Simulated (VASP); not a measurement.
WO, 2 atoms in the cell. Symmetry: F-43m, No. 216, cubic system. Conventional cell: a = 4.826 Å, b = 4.826 Å, c = 4.826 Å, α = 90.00°, β = 90.00°, γ = 90.00°. Within 2.8 Å of W (site symmetry -43m) lie 4 O at 2.09 Å. Within 2.8 Å of O (site symmetry -43m) lie 4 W at 2.09 Å. 

* Program: VASP 6.6.1
* Task: single point
* Functional: PBE
* Potentials or basis: VASP PAW PBE potentials, release 64 (W_sv, O)
* Cutoff: 520 eV
* k mesh: 10 × 10 × 10
* Occupations: gaussian, width 0.02 eV
* Spin: collinear spin, ferromagnetic start
* Starting moments: [0.5, 0.0] μB
* Hubbard terms: W d U = 6.2 eV
* Dipole correction: no
* Further INCAR settings: ALGO = Normal; EDIFF = 1e-07; NBANDS = 21

Potentials or basis: VASP PAW PBE potentials, release 64 (W_sv, O).

Launch:

```sh
$ cat potpaw_PBE.64/W_sv/POTCAR potpaw_PBE.64/O/POTCAR > POTCAR
$ mpirun -np 1 vasp_std > vasp.out
```

Hardware: 1 thread of AMD EPYC 9R45 96-Core Processor (Zen 5), on a shared host.

Task: Estimate the wall time of this run.

Result: Run time: 46 s on 1 thread of AMD EPYC 9R45 96-Core Processor (Zen 5), on a shared host, peak memory 0.17 GiB. Counts: scf iterations 20, k points 47.
